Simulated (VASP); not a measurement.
Here is a VASP 6.6.1 calculation.

The input INCAR:

```
SYSTEM = Sn4O7
PREC = Accurate
ENCUT = 520
EDIFF = 1E-7
ISMEAR = 0
SIGMA = 0.05
LREAL = .FALSE.
LASPH = .TRUE.
NELM = 60
ALGO = Normal
ISIF = 2
LWAVE = .FALSE.
LCHARG = .FALSE.
GGA = PE
IVDW = 12
NBANDS = 60
NELECT = 96.0
KPAR = 4
```

Contents of KPOINTS:

```
Automatic mesh
0
G
  6 6 6
  0 0 0
```

The input POSCAR:

```
Sn4O7
1.0
    3.2375465924      1.8691983966      4.2928880043
   -3.2375465924      1.8691983966      4.2928880043
    0.0000000000     -3.7383967932      4.2928880043
Sn O
4 7
Direct
    0.8647861010      0.8647861010      0.8647861010
    0.3647882246      0.3647882246      0.8647861258
    0.3647882246      0.8647861258      0.3647882246
    0.8647861258      0.3647882246      0.3647882246
    0.6211712003      0.1211725069      0.6211712003
    0.6211712003      0.6211712003      0.1211725069
    0.6084038764      0.6084038764      0.6084038764
    0.1211729409      0.1211729409      0.1211729409
    0.1147866685     -0.1352139848      0.6147875696
    0.1084008301      0.6084039388      0.1084008301
    0.6084039388      0.1084008301      0.1084008301
```

Potentials or basis: VASP PAW PBE potentials, release 64 (Sn_d, O).

Command:

```bash
$ cat potpaw_PBE.64/Sn_d/POTCAR potpaw_PBE.64/O/POTCAR > POTCAR
$ mpirun -np 4 vasp_std > vasp.out
```

(1) What does it give for the largest force?

(2) What does it give for the dispersion energy per atom?

Answers

(1) 18.416 eV/Å.

(2) -0.200 eV.

Caveat: the cell carries a net charge on a neutralising background, which shifts energy and pressure; the cell differs from its parent crystal (atoms taken out, atom 9 moved 0.500 of the way to it and -0.000 Å across, host rigid).
